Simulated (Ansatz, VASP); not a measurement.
# As in VASP and in Ansatz

INCAR

```
PREC = Accurate ; ENCUT = 520
EDIFF = 1E-6 ; ISMEAR = 0
SIGMA = 0.15 ; LREAL = F
LASPH = T ; NELM = 100
ALGO = Normal ; ISIF = 2
LWAVE = F ; LCHARG = T
GGA = CA ; LELF = T
LVHAR = T ; NBANDS = 8
```

Contents of KPOINTS:

```
Automatic mesh
0
Gamma
  18 18 18
```

POSCAR

```
As
1.0
    2.7847921967      0.0000000000      0.0000000000
    0.0000000000      2.7847921967      0.0000000000
    0.0000000000      0.0000000000      2.7036817444
As
1
Direct
    0.5000000000      0.5000000000      0.5000000000
```

Input for Ansatz:

```yaml
crystal:
  lattice:
    - [2.7847921967, 0.0, 0.0]
    - [0.0, 2.7847921967, 0.0]
    - [0.0, 0.0, 2.7036817444]
  atoms:
    - { symbol: As, position: [0.5, 0.5, 0.5] }
basis:
  ecutwfc: 420
kpoints:
  mp_grid: { grid: [18, 18, 18] }
hamiltonian:
  xc: lda
scf:
  occupations: { method: gaussian, width: 0.15 }
output:
  forces: true
  stress: true
  eigenvalues: true
```

Change from the starting cell: strain +0.030 along x and y, +0.000 along z, atoms carried along.

Alike in both runs: task single point; functional LDA; k mesh 18 × 18 × 18; occupations gaussian, width 0.15 eV; no spin polarisation.

|  | VASP | Ansatz |
| --- | --- | --- |
| version | VASP 6.6.1 | Ansatz 0.2.0 |
| potentials or method | VASP PAW LDA potentials, release 64 (As), cutoff 520 eV | scalar-relativistic, plane waves, PAW |
| valence electrons in the cell | 5 | 15 |

|  | VASP | Ansatz | Ansatz less VASP |
| --- | --- | --- | --- |
| gap on the k mesh at the Fermi level (eV) | none | none | - |
| pressure (GPa) | -6.6 | -6.8 | -0.19 |
| traceless stress, the component that is largest in VASP (GPa) | 3.22 | 3.20 | -0.019 |

LDA's correlation is that of Perdew and Zunger in VASP and of Perdew and Wang (1992) in Ansatz. A gap of «none» marks a metal or a gap that the smearing closes. VASP's potentials hold 5 valence electrons a cell and Ansatz's 15, so a difference there can come from the potentials and not from the codes.
